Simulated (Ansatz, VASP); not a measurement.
## One calculation of InO5, two programs

```
In O
1.0
     5.13995    0.00000    0.00000
    -2.56997    4.45133    0.00000
     0.00000    0.00000    3.21404
In O
1 5
Direct
  0.00000 0.00000 0.00000
  0.29276 0.00000 0.50000
  0.70724 0.70724 0.50000
  0.00000 0.29276 0.50000
  0.33333 0.66667 0.00000
  0.66667 0.33333 0.00000
```

Change from the starting cell: species swapped into the Mg5Pd type (P-62m, No. 189).

Alike in both runs: functional PBE; k mesh 6 × 6 × 6; occupations gaussian, width 0.1 eV; collinear spin.

Ansatz relaxed the structure, and its values are those at the end. VASP's run is a single point on that final structure, the one shown.

```csv
,VASP,Ansatz
version,VASP 6.6.1,Ansatz 0.2.0
potentials or method,"VASP PAW PBE potentials, release 64 (In_d, O), cutoff 520 eV","scalar-relativistic, plane waves, PAW"
valence electrons in the cell,43,43
```

VASP gave:

* gap on the k mesh at the Fermi level (eV): none
* pressure (GPa): 0.3
* rms of the force components (eV/Å): 0.020
* net moment per atom (μB): 1.17
* size of the moment on the site where the two differ most (μB): 1.57

Problem. What did Ansatz give for the same quantities?

Solution. gap on the k mesh at the Fermi level (eV): none; pressure (GPa): 0.3; rms of the force components (eV/Å): 0.005; net moment per atom (μB): 1.17; size of the moment on the site where the two differ most (μB): 1.80.

Site moments also hang on the region over which each program counts them. A gap of «none» marks a metal or a gap that the smearing closes. The functional is the same, so the differences come from potentials, cutoffs and numerics.
